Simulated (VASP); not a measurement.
Ni, 4 atoms in the cell. The cell holds a slab with vacuum, 4 atoms: a = 2.489 Å, b = 2.489 Å, c = 21.281 Å, α = 90.00°, β = 90.00°, γ = 90.00°. 

- Program: VASP 6.6.1
- Task: single point
- Functional: PBE
- Potentials or basis: VASP PAW PBE potentials, release 64 (Ni)
- Cutoff: 520 eV
- k mesh: 16 × 16 × 1
- Occupations: fermi-dirac, width 0.1 eV
- Spin: collinear spin, ferromagnetic start
- Starting moments: [1.0, 1.0, 1.0, 1.0] μB
- Dipole correction: yes
- Further INCAR settings: ALGO = Normal; EDIFF = 1e-06; NBANDS = 32

Potentials or basis: VASP PAW PBE potentials, release 64 (Ni).

The run is started by

```bash
$ cat potpaw_PBE.64/Ni/POTCAR > POTCAR
$ mpirun -np 1 vasp_std > vasp.out
```

Hardware: 1 thread of Intel(R) Xeon(R) Platinum 8259CL CPU @ 2.50GHz (Skylake/Cascade Lake) (shared host).

Task: How long does it take, and how much memory?

Result: Wall time 12 min on 1 thread of Intel(R) Xeon(R) Platinum 8259CL CPU @ 2.50GHz (Skylake/Cascade Lake), on a shared host, peak memory 0.45 GiB. Counts: scf iterations 31, k points 45.
